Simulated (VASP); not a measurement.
# Al (P6_3/mmc) in VASP: notebook

The runs below take Al through single point, with PBE.

Everything below comes from runs of VASP 6.6.1. Logs are shortened: lines on timing, memory, paths and dates and some standing lists are left out, and cuts for length are marked.

## Step 1: The cell of the first run

It takes space group P6_3/mmc (No. 194, hexagonal). The conventional cell has a = 2.119 Å, b = 2.119 Å, c = 3.425 Å, α = 90.00°, β = 90.00°, γ = 120.00°. Within 2.8 Å of Al (site symmetry -6m2) lie 12 Al at 2.10 to 2.12 Å.

## Step 2: Single point, PBE (volume scaled by 0.4)

Contents of INCAR:

```
SYSTEM = Al
ALGO = Normal
EDIFF = 1E-6
ENCUT = 520
GGA = PE
ISIF = 2
ISMEAR = -1
LASPH = .TRUE.
LCHARG = .FALSE.
LREAL = .FALSE.
LWAVE = .FALSE.
NBANDS = 10
NELM = 100
PREC = Accurate
SIGMA = 0.08
```

Contents of KPOINTS:

```
k-points
0
G
  15 15 8
  0 0 0
```

Contents of POSCAR:

```
Al
1.0
    2.1192694459      0.0000000000      0.0000000000
   -1.0596347230      1.8353411776      0.0000000000
    0.0000000000      0.0000000000      3.4251647940
Al
2
Direct
    0.3333333333      0.6666666667      0.2500000000
    0.6666666667      0.3333333333      0.7500000000
```

Potentials or basis: VASP PAW PBE potentials, release 64 (Al).

On the command line:

```
$ cat potpaw_PBE.64/Al/POTCAR > POTCAR
$ mpirun -np 1 vasp_std > vasp.out
```

OUTCAR:

```text
SYSTEM = Al
   EDIFF = 1E-6
   ENCUT = 520
   GGA = PE
   ISIF = 2
   ISMEAR = -1
   LASPH = .TRUE.
   LREAL = .FALSE.
   NELM = 100
   PREC = Accurate

 ion  position               nearest neighbor table
   1  0.333  0.667  0.250-   2 2.10   2 2.10   2 2.10   2 2.10   2 2.10   2 2.10   2 2.99   2 2.99
                             2 2.99   2 2.99   2 2.99   2 2.99
   2  0.667  0.333  0.750-   1 2.10   1 2.10   1 2.10   1 2.10   1 2.10   1 2.10   1 2.99   1 2.99
                             1 2.99   1 2.99   1 2.99   1 2.99

  LATTYP: Found a hexagonal cell.
 ALAT       =     2.1192694459
 C/A-ratio  =     1.6162007151

  Lattice vectors:

 A1 = (   2.1192694459,   0.0000000000,   0.0000000000)
 A2 = (  -1.0596347230,   1.8353411776,   0.0000000000)
 A3 = (   0.0000000000,   0.0000000000,   3.4251647940)

Analysis of symmetry for initial positions (statically):
=====================================================================
 Subroutine PRICEL returns:
 Original cell was already a primitive cell.

 Routine SETGRP: Setting up the symmetry group for a
 hexagonal supercell.

 Subroutine GETGRP returns: Found 24 space group operations
 (whereof 12 operations were pure point group operations)
 out of a pool of 24 trial point group operations.

The static configuration has the point symmetry D_3d.
 The point group associated with its full space group is D_6h.

Analysis of symmetry for dynamics (positions and initial velocities):
=====================================================================
 Subroutine PRICEL returns:
 Original cell was already a primitive cell.

 Routine SETGRP: Setting up the symmetry group for a
 hexagonal supercell.

 Subroutine GETGRP returns: Found 24 space group operations
 (whereof 12 operations were pure point group operations)
 out of a pool of 24 trial point group operations.

The dynamic configuration has the point symmetry D_3d.
 The point group associated with its full space group is D_6h.

 Subroutine INISYM returns: Found 24 space group operations
 (whereof 12 operations are pure point group operations),
 and found     1 'primitive' translations

----------------------------------------------------------------------------------------

                                     Primitive cell

  volume of cell :      13.3225

  direct lattice vectors                    reciprocal lattice vectors
     2.119269446  0.000000000  0.000000000     0.471860717  0.272428912  0.000000000
    -1.059634723  1.835341178  0.000000000     0.000000000  0.544857824  0.000000000
     0.000000000  0.000000000  3.425164794     0.000000000  0.000000000  0.291956755

  length of vectors
     2.119269446  2.119269446  3.425164794     0.544857824  0.544857824  0.291956755

  position of ions in fractional coordinates (direct lattice)
     0.333333333  0.666666667  0.250000000
     0.666666667  0.333333333  0.750000000

  ion indices of the primitive-cell ions
   primitive index   ion index
                 1           1
                 2           2

----------------------------------------------------------------------------------------

 KPOINTS: k-points

Automatic generation of k-mesh.
 Grid dimensions read from file:
 generate k-points for:   15   15    8

 Generating k-lattice:

  Cartesian coordinates                     Fractional coordinates (reciprocal lattice)
     0.031457381  0.018161927  0.000000000     0.066666667  0.000000000  0.000000000
     0.000000000  0.036323855  0.000000000     0.000000000  0.066666667  0.000000000
     0.000000000  0.000000000  0.036494594     0.000000000  0.000000000  0.125000000

  Length of vectors
     0.036323855  0.036323855  0.036494594

  Shift w.r.t. Gamma in fractional coordinates (k-lattice)
     0.000000000  0.000000000  0.000000000

 Subroutine IBZKPT returns following result:
 ===========================================

 Found    135 irreducible k-points:

 Following reciprocal coordinates:
            Coordinates               Weight
  0.000000  0.000000  0.000000      1.000000
  0.066667  0.000000  0.000000      6.000000
  0.133333 -0.000000  0.000000      6.000000
  0.200000 -0.000000  0.000000      6.000000
  0.266667 -0.000000  0.000000      6.000000
  0.333333 -0.000000  0.000000      6.000000
[... 16 lines left out ...]
  0.333333  0.200000  0.000000     12.000000
  0.400000  0.200000  0.000000      6.000000
 [... further k-points ...]
   k-points           NKPTS =    135   k-points in BZ     NKDIM =    135   number of bands    NBANDS=     10
   number of dos      NEDOS =    301   number of ions     NIONS =      2
   total plane-waves  NPLWV =   7168
   dimension x,y,z NGX =    16 NGY =   16 NGZ =   28
   dimension x,y,z NGXF=    32 NGYF=   32 NGZF=   56
   ions per type =               2
   NGX,Y,Z   is equivalent  to a cutoff of  12.55, 12.55, 13.59 a.u.
   NGXF,Y,Z  is equivalent  to a cutoff of  25.10, 25.10, 27.18 a.u.
 SYSTEM =  Al
   PREC   = accura    normal or accurate (medium, high low for compatibility)
   ISTART =      0    job   : 0-new  1-cont  2-samecut
   ICHARG =      2    charge: 1-file 2-atom 10-const
   ISPIN  =      1    spin polarized calculation?
   LNONCOLLINEAR =      F non collinear calculations
   LSORBIT =      F    spin-orbit coupling
   LASPH  =      T    aspherical Exc in radial PAW
   ENCUT  =  520.0 eV  38.22 Ry    6.18 a.u.   3.94  3.94  6.37*2*pi/ulx,y,z
   NELM   =    100;   NELMIN=  2; NELMDL= -5     # of ELM steps
   EDIFF  = 0.1E-05   stopping-criterion for ELM
   LREAL  =      F    real-space projection
   EDIFFG = 0.1E-04   stopping-criterion for IOM
   NSW    =      0    number of steps for IOM
   IBRION =     -1    ionic relax: 0-MD 1-quasi-New 2-CG
   NFREE  =      0    steps in history (QN), initial steepest desc. (CG)
   ISIF   =      2    stress and relaxation
   ISYM   =      2    0-nonsym 1-usesym 2-fastsym
   POTIM  = 0.5000    time-step for ionic-motion
   TEBEG  =    0.0;   TEEND  =   0.0 temperature during run
   PSTRESS=    0.0 pullay stress
   NELECT =       6.0000    total number of electrons
   NUPDOWN=      -1.0000    fix difference up-down
   EMIN   =  10.00;   EMAX   =-10.00  energy-range for DOS
   EFERMI =   0.00;   METHOD = LEGACY
   ISMEAR =    -1;   SIGMA  =   0.08  broadening in eV -4-tet -1-fermi 0-gaus
   EFERMI_NEDOS =   21; number of points for ismear=-14 and -15
   IALGO  =     38    algorithm
   IMIX   =      4    mixing-type and parameters
     AMIX     =   0.40;   BMIX     =  1.00
     AMIX_MAG =   1.60;   BMIX_MAG =  1.00
  volume/ion in A,a.u.               =       6.66        44.95
  Fermi-wavevector in a.u.,A,eV,Ry     =   1.254865  2.371351 21.424915  1.574687
  Thomas-Fermi vector in A             =   2.388650
   LORBIT       =      0    0 simple, 1 ext, 2 COOP (PROOUT), +10 PAW based schemes
   GGA     = PE    functional components
   LHFCALC =     F    Hartree Fock is set to
   AEXX    =    0.0000 exact exchange contribution
   IVDW    =     0    specifies the selected vdW correction
   LEPSILON=     F    determine dielectric tensor
   LRPA    =     F    only Hartree local field effects (RPA)
 non-spin polarized calculation
  energy-cutoff  :      520.00
  volume of cell :       13.32
 maximum number of plane-waves:       373
 NGX is ok and might be reduce to    16
   NGX =  7   NGY =  7   NGZ = 13

 number of electron       6.0000000 magnetization

 Free energy of the ion-electron system (eV)
  ---------------------------------------------------
  ext. energy  EPLUGINS =         0.00000000
  ---------------------------------------------------
  free energy    TOTEN  =         5.51880968 eV

  energy without entropy =        5.52787682  energy(sigma->0) =        5.52334325

 E-fermi :  21.2657     XC(G=0): -14.0526

 val. band max:       21.1975276889   @ k =   0.4667   0.0667   0.0000
 cond. band min:      21.2838946826   @ k =   0.3333   0.0667   0.5000
 fundamental gap:      0.0863669937
 Fermi energy:        21.2657336526

 k-point     1 :       0.0000    0.0000    0.0000
  band No.  band energies     occupation
      1       2.9718      2.00000
      2      13.3548      2.00000
      3      15.7326      2.00000
      4      38.0731      0.00000
      5      38.0731      0.00000
      6      39.5568      0.00000
      7      40.7652      0.00000
      8      40.7652      0.00000
      9      46.5537      0.00000
     10      46.5987      0.00000

 k-point     2 :       0.0667    0.0000    0.0000
  band No.  band energies     occupation
      1       3.1660      2.00000
      2      13.4983      2.00000
      3      15.9021      2.00000
      4      35.2521      0.00000
      5      37.5051      0.00000
      6      39.1506      0.00000
      7      41.2592      0.00000
      8      41.4924      0.00000
      9      44.1381      0.00000
     10      45.4512      0.00000

 k-point     3 :       0.1333   -0.0000    0.0000
  band No.  band energies     occupation
      1       3.7446      2.00000
      2      13.9309      2.00000
      3      16.3940      2.00000
      4      31.4850      0.00000
      5      36.5334      0.00000
      6      36.5719      0.00000
      7      40.2272      0.00000
      8      42.2685      0.00000
      9      42.8957      0.00000
     10      43.5396      0.00000

 k-point     4 :       0.2000   -0.0000    0.0000
  band No.  band energies     occupation
      1       4.6948      2.00000
      2      14.6577      2.00000
      3      17.1498      2.00000
      4      27.8363      0.00000
      5      33.9817      0.00000
      6      35.6310      0.00000
      7      36.2568      0.00000
      8      41.7613      0.00000
      9      42.9419      0.00000
     10      44.3670      0.00000

 k-point     5 :       0.2667   -0.0000    0.0000
  band No.  band energies     occupation
      1       5.9970      2.00000
      2      15.6861      2.00000
      3      18.0039      2.00000
      4      24.5745      0.00000
      5      31.6009      0.00000
      6      32.5086      0.00000
      7      34.8906      0.00000
      8      40.2878      0.00000
      9      43.2921      0.00000
     10      45.6246      0.00000

 k-point     6 :       0.3333   -0.0000    0.0000
  band No.  band energies     occupation
      1       7.6248      2.00000
      2      17.0233      2.00000
      3      18.2716      2.00000
      4      22.3618      0.00000
      5      29.0811      0.00000
      6      29.4630      0.00000
      7      34.3326      0.00000
      8      39.1653      0.00000
      9      43.0066      0.00000
     10      45.5538      0.00000
[... 183 lines left out ...]
 k-point    21 :       0.2000    0.2000    0.0000
  band No.  band energies     occupation
      1       7.9780      2.00000
      2      17.3324      2.00000
      3      18.9396      2.00000
      4      22.0695      0.00009
      5      26.7903      0.00000
      6      31.6605      0.00000
      7      32.0299      0.00000
      8      36.8919      0.00000
      9      40.5817      0.00000
     10      45.6657      0.00000

 k-point    22 :       0.2667    0.2000    0.0000
  band No.  band energies     occupation
      1       9.7108      2.00000
      2      18.5749      2.00000
      3      18.8486      2.00000
      4      20.4113      1.99995
      5      26.1493      0.00000
      6      28.5846      0.00000
      7      31.0100      0.00000
      8      35.6316      0.00000
      9      39.8475      0.00000
     10      46.9362      0.00000

 k-point    23 :       0.3333    0.2000    0.0000
  band No.  band energies     occupation
      1      11.6927      2.00000
      2      16.4659      2.00000
      3      20.2048      2.00000
      4      20.6662      1.99889
      5      25.7050      0.00000
      6      26.2022      0.00000
      7      30.5105      0.00000
      8      34.4699      0.00000
      9      39.4293      0.00000
     10      47.5013      0.00000

 k-point    24 :       0.4000    0.2000    0.0000
  band No.  band energies     occupation
      1      13.4289      2.00000
      2      14.5862      2.00000
      3      20.2016      2.00000
      4      22.2507      0.00001
      5      23.7635      0.00000
      6      26.3341      0.00000
      7      30.3452      0.00000
      8      33.9917      0.00000
      9      39.2878      0.00000
     10      47.6141      0.00000

 [... further k-points ...]

------------------------ aborting loop because EDIFF is reached ----------------------------------------

  FORCE on cell =-STRESS in cart. coord.  units (eV):
  Direction    XX          YY          ZZ          XY          YZ          ZX
  --------------------------------------------------------------------------------------
  -------------------------------------------------------------------------------------
  Total       37.3438021     37.3438021     37.2932972     -0.0000000     -0.0000000     -0.0000000
  in kB     4491.0165815   4491.0165814   4484.9427925     -0.0000001     -0.0000000     -0.0000000
  external PRESSURE =    4488.9919851 kB  Pullay stress =       0.0000000 kB

 VOLUME and BASIS-vectors are now :
 -----------------------------------------------------------------------------
  energy-cutoff  :      520.00
  volume of cell :       13.32
      direct lattice vectors                 reciprocal lattice vectors
     2.119269446  0.000000000  0.000000000     0.471860717  0.272428912  0.000000000
    -1.059634723  1.835341178  0.000000000     0.000000000  0.544857824  0.000000000
     0.000000000  0.000000000  3.425164794     0.000000000  0.000000000  0.291956755

 POSITION                                       TOTAL-FORCE (eV/Angst)
 -----------------------------------------------------------------------------------
     -0.00000      1.22356      0.85629        -0.000000      0.000000      0.000000
      1.05963      0.61178      2.56887         0.000000      0.000000      0.000000
 -----------------------------------------------------------------------------------
    total drift:                                0.000000     -0.000000     -0.000000

  FREE ENERGIE OF THE ION-ELECTRON SYSTEM (eV)
  ---------------------------------------------------
  free  energy   TOTEN  =         5.5188096772 eV

  energy  without entropy=        5.5278768229  energy(sigma->0) =        5.52334325
```

It took 5 s on 1 thread of Intel Xeon 6975P-C (Granite Rapids), shared host; peak memory 0.12 GiB.

Results:

```yaml
Free_energy: 5.5188 eV
Pressure: 448.9 GPa
Band_gap_on_the_k_mesh: zero (band 3 reaches 27.81 eV, above the bottom of band 4 at 16.97 eV)
```

Levels at points of the mesh, in eV from the Fermi level:
| k point | band 1 | band 2 | band 3 | band 4 | band 5 | band 6 | band 7 |
| --- | --- | --- | --- | --- | --- | --- | --- |
| (0.00, 0.00, 0.00) | -18.29 | -7.91 | -5.53 | 16.81 | 16.81 | 18.29 | 19.50 |
| (0.00, 0.00, 0.50) | -15.24 | -15.24 | 6.11 | 6.11 | 17.81 | 17.81 | 17.81 |

## Step 3: Single point, PBE (volume scaled by 0.4)

Contents of INCAR:

```
PREC = Accurate ; ENCUT = 520
EDIFF = 1E-6 ; ISMEAR = -1
SIGMA = 0.08 ; LREAL = F
LASPH = T ; NELM = 60
ALGO = Normal ; ISIF = 2
LWAVE = F ; LCHARG = F
GGA = PE ; NBANDS = 10
```

Contents of KPOINTS:

```
Automatic mesh
0
Gamma
  15 15 8
```

POSCAR is that of step 2.

Potentials or basis: VASP PAW PBE potentials, release 64 (Al).

On the command line:

```
$ cat potpaw_PBE.64/Al/POTCAR > POTCAR
$ mpirun -np 1 vasp_std > vasp.out
```

Wall time 4.9 s (1 thread of Intel Xeon 6975P-C (Granite Rapids), shared host); peak memory 0.13 GiB.

Results (log left out):

```
Free energy            : 5.5188 eV
Pressure               : 448.9 GPa
Band gap on the k mesh : zero (band 3 reaches 27.81 eV, above the bottom of band 4 at 16.97 eV)
```

Stress tensor (GPa, compression positive):
```
449.10   0.00   0.00
  0.00 449.10   0.00
  0.00   0.00 448.49
```

Levels at points of the mesh, in eV from the Fermi level:
```
           k point  band 1  band 2  band 3  band 4  band 5  band 6
(0.00, 0.00, 0.00)  -18.29   -7.91   -5.53   16.81   16.81   18.29
(0.00, 0.00, 0.50)  -15.24  -15.24    6.11    6.11   17.81   17.81
```

## Step 4: Single point, PBE (volume scaled by 0.45)

Contents of INCAR:

```
PREC     = Accurate       # precision mode
ENCUT    = 520            # plane-wave cutoff, eV
EDIFF    = 1E-6           # SCF threshold, eV
ISMEAR   = -1             # smearing method
SIGMA    = 0.08           # smearing width, eV
LREAL    = F              # projectors in reciprocal space
LASPH    = T              # aspherical terms in the spheres
NELM     = 60             # most SCF steps
ALGO     = Normal         # electronic algorithm
ISIF     = 2              # what is computed and relaxed
LWAVE    = F              # write WAVECAR
LCHARG   = F              # write CHGCAR
GGA      = PE             # functional
NBANDS   = 10             # bands
```

KPOINTS is that of step 3.

Contents of POSCAR:

```
Al
1.0
    2.2029937054      0.0000000000      0.0000000000
   -1.1014968527      1.9078485133      0.0000000000
    0.0000000000      0.0000000000      3.5659876522
Al
2
Direct
    0.3333333333      0.6666666667      0.2500000000
    0.6666666667      0.3333333333      0.7500000000
```

On the command line:

```
$ cat potpaw_PBE.64/Al/POTCAR > POTCAR
$ mpirun -np 1 vasp_std > vasp.out
```

Run time: 4.7 s. Hardware: 1 thread of Intel Xeon 6975P-C (Granite Rapids), shared host; peak memory 0.13 GiB.

It converged, with:

| Quantity | Value |
| --- | --- |
| Free energy | 1.6187 eV |
| Pressure | 311.3 GPa |
| Band gap on the k mesh | zero (band 3 reaches 25.19 eV, above the bottom of band 4 at 14.88 eV) |

Stress tensor (GPa, compression positive):
```
311.33   0.00   0.00
  0.00 311.33   0.00
  0.00   0.00 311.12
```

Levels at points of the mesh, in eV from the Fermi level:
```tsv
k point	band 1	band 2	band 3	band 4	band 5	band 6	band 7	band 8
(0.00, 0.00, 0.00)	-17.34	-7.61	-5.41	15.93	15.93	17.30	18.17	18.17
(0.00, 0.00, 0.50)	-14.52	-14.52	5.68	5.68	16.91	16.91	16.91	16.91
```
